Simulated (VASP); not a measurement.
Input of a VASP 6.6.1 run:

The input INCAR:

```
PREC = Accurate ; ENCUT = 520
EDIFF = 1E-8 ; ISMEAR = 0
SIGMA = 0.01 ; LREAL = F
LASPH = T ; NELM = 60
ALGO = Normal ; ISIF = 2
LWAVE = F ; LCHARG = F
GGA = CA ; IBRION = 8
NSW = 1 ; LEPSILON = T
```

The input KPOINTS:

```
regular mesh
0
Gamma
  8 8 8
```

Contents of POSCAR:

```
HfO2
1.0
    0.0000000000      2.5170518131      2.5170518131
    2.5170518131      0.0000000000      2.5170518131
    2.5170518131      2.5170518131      0.0000000000
Hf O
1 2
Direct
    0.0000000000      0.0000000000      0.0000000000
    0.2500000000      0.2500000000      0.2500000000
    0.7500000000      0.7500000000      0.7500000000
```

Potentials or basis: VASP PAW LDA potentials, release 64 (Hf_pv, O).

Command:

```bash
$ cat potpaw_LDA.64/Hf_pv/POTCAR potpaw_LDA.64/O/POTCAR > POTCAR
$ mpirun -np 1 vasp_std > vasp.out
```

Estimate the electronic dielectric tensor (diagonal).

5.35.

Estimate the Born charges (mean of the diagonal).

Hf +5.54; O -2.77 e.

What does it give for the highest phonon frequency at Γ, LO-TO splitting left out?

576 cm⁻¹.

Electronic dielectric tensor:
```
5.35 0.00 0.00
0.00 5.35 0.00
0.00 0.00 5.35
```

Caveat: the cell differs from its parent crystal (phonons at volume x 1.02); the cell wasn't relaxed at this level first, which shifts response properties.
